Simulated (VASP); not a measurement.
**BaTiO3: single point with PBE**

The system is BaTiO3.

```
CELL_PARAMETERS angstrom
4.05243 0.00000 0.00000
0.00000 4.05243 0.00000
0.00000 0.00000 4.07087
ATOMIC_POSITIONS crystal
Ba 0.00000 0.00000 0.00000
Ti 0.50000 0.50000 0.49000
O 0.50000 0.50000 0.01900
O 0.50000 0.00000 0.51700
O 0.00000 0.50000 0.51700
```

```
Program             : VASP 6.6.1
Task                : single point
Functional          : PBE
Potentials or basis : VASP PAW PBE potentials, release 64 (Ba_sv, Ti_sv, O)
Cutoff              : 520 eV
k mesh              : 6 × 6 × 6
Occupations         : gaussian, width 0.01 eV
Spin                : no spin polarisation
```

* Pressure: -2.2 GPa
* Largest force: 0.506 eV/Å
* Band gap on the k mesh: 1.69 eV, indirect (least direct gap 2.01 eV)

Forces in eV/Å, atoms in the order of the input:
```
Ba   0.000  0.000  0.039
Ti   0.000  0.000 -0.295
O    0.000  0.000  0.506
O    0.000  0.000 -0.125
O    0.000  0.000 -0.125
```

Stress tensor (GPa, compression positive):
```
-2.49  0.00  0.00
 0.00 -2.49  0.00
 0.00  0.00 -1.70
```

Levels at points of the mesh, in eV from the valence-band top:
| k point | band 18 | band 19 | band 20 | band 21 | band 22 | band 23 |
| --- | --- | --- | --- | --- | --- | --- |
| (0.00, 0.00, 0.00) | -0.34 | -0.32 | -0.32 | 1.69 | 1.90 | 1.90 |
| (0.50, 0.00, 0.00) | -1.69 | -0.94 | -0.84 | 2.02 | 3.29 | 3.32 |
| (0.50, 0.50, 0.00) | -0.99 | -0.99 | -0.08 | 3.33 | 3.33 | 3.71 |
| (0.00, 0.00, 0.50) | -1.84 | -0.71 | -0.71 | 1.83 | 3.35 | 3.35 |
| (0.50, 0.00, 0.50) | -0.92 | -0.91 | -0.16 | 3.31 | 3.36 | 3.70 |
| (0.50, 0.50, 0.50) | -0.08 | -0.08 | 0.00 | 3.92 | 3.92 | 3.92 |

Wall time 40 s on 1 thread of Intel(R) Xeon(R) 6975P-C (Granite Rapids), with other jobs on the host, peak memory 0.21 GiB.

Caveat: spin-orbit coupling is left out, which moves the levels of the heavy elements. A k mesh can miss the band edges.
